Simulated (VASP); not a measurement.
A run of VASP 6.6.1:

The input INCAR:

```
  PREC = Accurate
  ENCUT = 520
  EDIFF = 1E-6
  ISMEAR = -1
  SIGMA = 0.03
  LREAL = F
  LASPH = T
  NELM = 80
  ALGO = Normal
  ISIF = 2
  LWAVE = F
  LCHARG = T
  GGA = PS
  LELF = T
  LVHAR = T
  NBANDS = 22
```

File KPOINTS:

```
regular mesh
0
Gamma
  10 10 10
```

File POSCAR:

```
Bi
1.0
    2.3256628482      1.3745869730      3.9898531666
   -2.2203365086      1.3291269794      3.9443931730
    0.0132936605     -2.5850939523      3.9277536605
Bi
2
Direct
    0.2338900000      0.2338900000      0.2338900000
    0.7661100000      0.7661100000      0.7661100000
```

Potentials or basis: VASP PAW PBE potentials, release 64 (Bi_d).

Launch:

```bash
$ cat potpaw_PBE.64/Bi_d/POTCAR > POTCAR
$ mpirun -np 1 vasp_std > vasp.out
```

Hardware: 1 thread of Intel(R) Xeon(R) Platinum 8488C (Sapphire Rapids), on a shared host.

How long does it take, and how much memory?

Run time: 5.3 min on 1 thread of Intel(R) Xeon(R) Platinum 8488C (Sapphire Rapids) (shared host), peak memory 0.67 GiB. Counts: scf iterations 11, k points 504.
